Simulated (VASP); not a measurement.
Set up this calculation in VASP 6.6.1, as the native input.

```yaml
Task: single point
Functional: PBE-based screened hybrid with 15 % exact exchange
Potentials_or_basis: VASP PAW PBE potentials, release 64 (Zr_sv, B)
Cutoff: 520 eV
k_mesh: 6 × 6 × 4
Occupations: fermi-dirac, width 0.05 eV
Spin: no spin polarisation
Dipole_correction: no
Grid_for_exact_exchange_PRECFOCK: Normal
Share_of_exact_exchange: 0.15
Further_INCAR_settings: ALGO = Normal; EDIFF = 1e-06; NBANDS = 16
Screening_parameter: 0.20787 1/Å
```

Crystal: ZrB2.

```
CELL_PARAMETERS angstrom
3.17000 0.00000 0.00000
-1.58500 2.74530 0.00000
0.00000 0.00000 3.53300
ATOMIC_POSITIONS crystal
Zr 0.00000 0.00000 0.00000
B 0.66667 0.33333 0.50000
B 0.33333 0.66667 0.50000
```

The input as run:

POSCAR

```
ZrB2
1.0
    3.1700000000      0.0000000000      0.0000000000
   -1.5850000000      2.7453005300      0.0000000000
    0.0000000000      0.0000000000      3.5330000000
Zr B
1 2
Direct
    0.0000000000      0.0000000000      0.0000000000
    0.6666666667      0.3333333333      0.5000000000
    0.3333333333      0.6666666667      0.5000000000
```

INCAR.step1

```
ALGO = Normal ; EDIFF = 1E-5
ENCUT = 520 ; GGA = PE
ISIF = 2 ; ISMEAR = -1
LASPH = T ; LCHARG = F
LREAL = F ; LWAVE = T
NBANDS = 16 ; NELM = 80
PREC = Accurate ; SIGMA = 0.05
```

INCAR.step2

```
AEXX = 0.15 ; ALGO = Normal
EDIFF = 1E-6 ; ENCUT = 520
GGA = PE ; HFSCREEN = 0.2078699
ISIF = 2 ; ISMEAR = -1
ISTART = 1 ; LASPH = T
LCHARG = F ; LHFCALC = T
LREAL = F ; LWAVE = F
NBANDS = 16 ; NELM = 80
PREC = Accurate ; PRECFOCK = Normal
SIGMA = 0.05
```

KPOINTS

```
k-points
0
Gamma
  6 6 4
```

Potentials or basis: VASP PAW PBE potentials, release 64 (Zr_sv, B).

The run is started by

```console
$ cat potpaw_PBE.64/Zr_sv/POTCAR potpaw_PBE.64/B/POTCAR > POTCAR
$ cp INCAR.step1 INCAR
$ mpirun -np 1 vasp_std > vasp.out
$ cp INCAR.step2 INCAR
$ mpirun -np 1 vasp_std > vasp.out
```

Results of the run:

| Quantity | Value |
| --- | --- |
| Pressure | -0.8 GPa |
| Band gap on the k mesh | zero (bands 9 and 10 overlap by 0.73 eV) |

Caveat: the k points lie up to 0.44 Å⁻¹ apart, too coarse for converged energies and pressures of a metal; the PAW data sets were made with another functional, which shifts forces and pressure a little.

It took 18 min on 1 thread of Intel(R) Xeon(R) Platinum 8488C (Sapphire Rapids), with other jobs on the host, peak memory 0.26 GiB.
